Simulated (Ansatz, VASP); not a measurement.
KF in VASP and in Ansatz

The input INCAR:

```
SYSTEM = KF
ALGO = Normal
EDIFF = 1E-6
ENCUT = 520
GGA = CA
ISIF = 2
ISMEAR = 0
LASPH = .True.
LCHARG = .False.
LREAL = .False.
LWAVE = .False.
NBANDS = 15
NELM = 100
PREC = Accurate
SIGMA = 0.05
```

File KPOINTS:

```
k-points
0
Gamma
  8 8 8
  0 0 0
```

Contents of POSCAR:

```
KF
1.0
    0.0000000000      2.5817196783      2.8721631421
    2.5817196783      0.0000000000      2.8721631421
    2.5817196783      2.5817196783      0.0000000000
K F
1 1
Direct
    0.0000000000      0.0000000000      0.0000000000
    0.5000000000      0.5000000000      0.5000000000
```

Input for Ansatz:

```yaml
crystal:
  lattice:
    - [0.0, 2.5817196783, 2.8721631421]
    - [2.5817196783, 0.0, 2.8721631421]
    - [2.5817196783, 2.5817196783, 0.0]
  atoms:
    - { symbol: K, position: [0.0, 0.0, 0.0] }
    - { symbol: F, position: [0.5, 0.5, 0.5] }
basis:
  ecutwfc: 520.0
kpoints:
  mp_grid: { grid: [8, 8, 8] }
hamiltonian:
  xc: lda
scf:
  occupations: { method: gaussian, width: 0.05 }
output:
  forces: true
  stress: true
  eigenvalues: true
```

Change from the starting cell: normal strain along x +0.0000, normal strain along z +0.1125.

Alike in both runs: task single point; functional LDA; k mesh 8 × 8 × 8; occupations gaussian, width 0.05 eV; no spin polarisation.

```csv
,VASP,Ansatz
version,VASP 6.6.1,Ansatz 0.2.0
potentials or method,"VASP PAW LDA potentials, release 64 (K_sv, F), cutoff 520 eV","scalar-relativistic, plane waves, PAW"
valence electrons in the cell,16,16
```

```csv
,VASP,Ansatz,Ansatz less VASP
gap on the k mesh at the Fermi level (eV),5.67,5.69,+0.018
least direct gap on the mesh (eV),5.67,5.69,+0.018
pressure (GPa),-2.6,-2.7,-0.12
"traceless stress, the component that is largest in VASP (GPa)",-2.51,-2.34,+0.164
```

LDA's correlation is that of Perdew and Zunger in VASP and of Perdew and Wang (1992) in Ansatz.
